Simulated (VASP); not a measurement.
A run of VASP 6.6.1 is set up as follows.

POSCAR

```
W
1.0
   -1.5823450000      1.5823450000      1.5823450000
    1.5823450000     -1.5823450000      1.5823450000
    1.5823450000      1.5823450000     -1.5823450000
W
1
Direct
    0.0000000000      0.0000000000      0.0000000000
```

INCAR.step1

```
ALGO = Normal ; EDIFF = 1E-5
ENCUT = 440 ; GGA = PE
GGA_COMPAT = F ; ISIF = 2
ISMEAR = 1 ; LASPH = T
LCHARG = T ; LREAL = F
LWAVE = T ; NELM = 100
PREC = Accurate ; SIGMA = 0.1
```

File INCAR.step2:

```
ALGO = All ; EDIFF = 1E-6
ENCUT = 440 ; GGA_COMPAT = F
ISEARCH = 1 ; ISIF = 2
ISMEAR = 1 ; ISTART = 1
LASPH = T ; LCHARG = F
LMIXTAU = T ; LREAL = F
LWAVE = F ; METAGGA = SCAN
NELM = 100 ; PREC = Accurate
SIGMA = 0.1
```

File KPOINTS:

```
k-points
0
Gamma
  12 12 12
```

Potentials or basis: VASP PAW PBE potentials, release 64 (W_sv).

Launch:

```console
$ cat potpaw_PBE.64/W_sv/POTCAR > POTCAR
$ cp INCAR.step1 INCAR
$ mpirun -np 1 vasp_std > vasp.out
$ cp INCAR.step2 INCAR
$ mpirun -np 1 vasp_std > vasp.out
```

(1) Predict the band gap on the k mesh.

(2) Estimate the pressure.

## Answers

(1) zero (bands 7 and 8 overlap by 6.82 eV).

(2) -4.0 GPa.

Caveat: the cell stands under tension; the PAW data sets were made with another functional, which shifts forces and pressure a little; spin-orbit coupling is left out, which moves the levels of the heavy elements.
